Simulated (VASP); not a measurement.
Wanted: the native input for a VASP 6.6.1 run.

| Item | Value |
| --- | --- |
| Task | single point |
| Functional | r2SCAN |
| Potentials or basis | VASP PAW PBE potentials, release 64 (Mg, F) |
| Cutoff | 660 eV |
| k mesh | 6 × 6 × 8 |
| Occupations | gaussian, width 0.01 eV |
| Spin | no spin polarisation |
| Dipole correction | no |
| Further INCAR settings | ALGO = Normal; EDIFF = 1e-06; NBANDS = 25 |

The system is MgF2.

```
Mg F
1.0
     4.43009    0.00000    0.00000
     0.00000    4.43028    0.00000
     0.00000    0.00000    3.13804
Mg F
2 4
Direct
  0.50000 0.50000 0.50000
  0.00000 0.00000 0.00000
  0.80448 0.19544 0.50000
  0.19552 0.80456 0.50000
  0.30448 0.30456 0.00000
  0.69552 0.69544 0.00000
```

This cell differs from its parent crystal: epitaxial xy strain -4.2%.

These files were run (other wordings do the same):

POSCAR

```
MgF2
1.0
    4.4300909277      0.0000000000      0.0000000000
    0.0000000000      4.4302757781      0.0000000000
    0.0000000000      0.0000000000      3.1380425291
Mg F
2 4
Direct
    0.5000000000      0.5000000000      0.5000000000
    0.0000000000      0.0000000000      0.0000000000
    0.8044752292      0.1954432007      0.5000000000
    0.1955247708      0.8045567993      0.5000000000
    0.3044752292      0.3045567993      0.0000000000
    0.6955247708      0.6954432007      0.0000000000
```

INCAR.step1

```
SYSTEM = MgF2
PREC = Accurate ; ENCUT = 660
ISMEAR = 0 ; SIGMA = 0.01
LREAL = .False. ; LASPH = .True.
NELM = 120 ; NBANDS = 25
GGA = PE ; ALGO = Normal
EDIFF = 1E-5 ; LWAVE = .True.
LCHARG = .False. ; GGA_COMPAT = .False.
```

INCAR.step2

```
SYSTEM = MgF2
PREC = Accurate ; ENCUT = 660
EDIFF = 1E-6 ; ISMEAR = 0
SIGMA = 0.01 ; LREAL = .False.
LASPH = .True. ; NELM = 120
ALGO = Normal ; ISIF = 2
LWAVE = .False. ; LCHARG = .True.
METAGGA = R2SCAN ; LMIXTAU = .True.
LELF = .True. ; LVHAR = .True.
NBANDS = 25 ; ISTART = 1
GGA_COMPAT = .False.
```

KPOINTS

```
regular mesh
0
Gamma
  6 6 8
  0 0 0
```

Potentials or basis: VASP PAW PBE potentials, release 64 (Mg, F).

The run is started by

```console
$ cat potpaw_PBE.64/Mg/POTCAR potpaw_PBE.64/F/POTCAR > POTCAR
$ cp INCAR.step1 INCAR
$ mpirun -np 1 vasp_std > vasp.out
$ cp INCAR.step2 INCAR
$ mpirun -np 1 vasp_std > vasp.out
```

It gave:

* Pressure: 4.7 GPa
* Largest force: 0.013 eV/Å
* Band gap on the k mesh: 8.32 eV

Caveat: the cell differs from its parent crystal (epitaxial xy strain -4.2%); the cell stands under pressure; the PAW data sets were made with another functional, which shifts forces and pressure a little.

Wall time 4.2 min on 1 thread of Intel(R) Xeon(R) 6975P-C (Granite Rapids), with other jobs on the host, peak memory 0.3 GiB.
